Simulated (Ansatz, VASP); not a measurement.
## One calculation of Au, two programs

```xyz
1
Lattice="0.0000 2.1478 2.1478 2.1478 0.0000 2.1478 2.1478 2.1478 0.0000" Properties=species:S:1:pos:R:3 pbc="T T T"
Au    0.0000    0.0000    0.0000
```

Change from the starting cell: strain +0.050 along x and y, +0.050 along z, atoms carried along.

Alike in both runs: task single point; functional PBEsol; k mesh 20 × 20 × 20; occupations gaussian, width 0.15 eV; no spin polarisation.

|  | VASP | Ansatz |
| --- | --- | --- |
| version | VASP 6.6.1 | Ansatz 0.2.0 |
| potentials or method | VASP PAW PBE potentials, release 64 (Au), cutoff 520 eV | scalar-relativistic, plane waves, PAW |
| valence electrons in the cell | 11 | 19 |

```csv
,VASP,Ansatz,Ansatz less VASP
gap on the k mesh at the Fermi level (eV),none,none,-
pressure (GPa),-17.2,-17.0,+0.13
```

VASP's potentials were made for PBE, not for PBEsol. A gap of «none» marks a metal or a gap that the smearing closes. VASP's potentials hold 11 valence electrons a cell and Ansatz's 19, so a difference there can come from the potentials and not from the codes.

Spin-orbit coupling is off throughout.
